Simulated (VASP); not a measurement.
Wanted: the native input for a VASP 6.6.1 run.

```
Task                   : single point
Functional             : PBE
Potentials or basis    : VASP PAW PBE potentials, release 64 (Tm_3, Ge_d, F), 4f in core
Cutoff                 : 600 eV
k mesh                 : 12 × 12 × 6
Occupations            : gaussian, width 0.02 eV
Spin                   : no spin polarisation
Dipole correction      : no
Mended                 : yes
Further INCAR settings : ALGO = Normal; EDIFF = 1e-06; NBANDS = 31
```

The structure of Tm2GeF2 lies in POSCAR:

```
Tm2GeF2
1.0
    4.0833679040      0.0000000000      0.0000000000
   -2.0416839520      3.5363003379      0.0000000000
    0.0000000000      0.0000000000      6.3906017556
Tm Ge F
2 1 2
Direct
    0.6666666667      0.3333333333      0.2435047889
    0.3333333333      0.6666666667      0.7564952111
    0.0000000000      0.0000000000      0.0000000000
    0.3333333333      0.6666666667      0.4055011430
    0.6666666667      0.3333333333      0.5944988570
```

The cell was built from a structure type or drawn by symmetry, and may not be a known phase.

One way to write it, as run:

INCAR

```
SYSTEM = Tm2GeF2
  ALGO = Normal
  EDIFF = 1E-6
  ENCUT = 600
  GGA = PE
  GGA_COMPAT = .FALSE.
  ISIF = 2
  ISMEAR = 0
  LASPH = .TRUE.
  LCHARG = .FALSE.
  LMAXMIX = 6
  LREAL = .FALSE.
  LWAVE = .FALSE.
  NBANDS = 31
  NELM = 200
  PREC = Accurate
  SIGMA = 0.02
```

KPOINTS

```
k-points
0
G
  12 12 6
  0 0 0
```

Potentials or basis: VASP PAW PBE potentials, release 64 (Tm_3, Ge_d, F), 4f in core.

Command:

```console
$ cat potpaw_PBE.64/Tm_3/POTCAR potpaw_PBE.64/Ge_d/POTCAR potpaw_PBE.64/F/POTCAR > POTCAR
$ mpirun -np 1 vasp_std > vasp.out
```

It gave:

- Pressure: -0.1 GPa
- Largest force: 0.116 eV/Å
- Band gap on the k mesh: 0.41 eV (least direct gap 0.94 eV)

Caveat: spin-orbit coupling is left out, which moves the levels of the heavy elements; the 4f electrons are frozen in the core, so they carry no moment and show no levels.

Run time: 2.7 min on 1 thread of Intel(R) Xeon(R) 6975P-C (Granite Rapids) (shared host), peak memory 0.48 GiB.
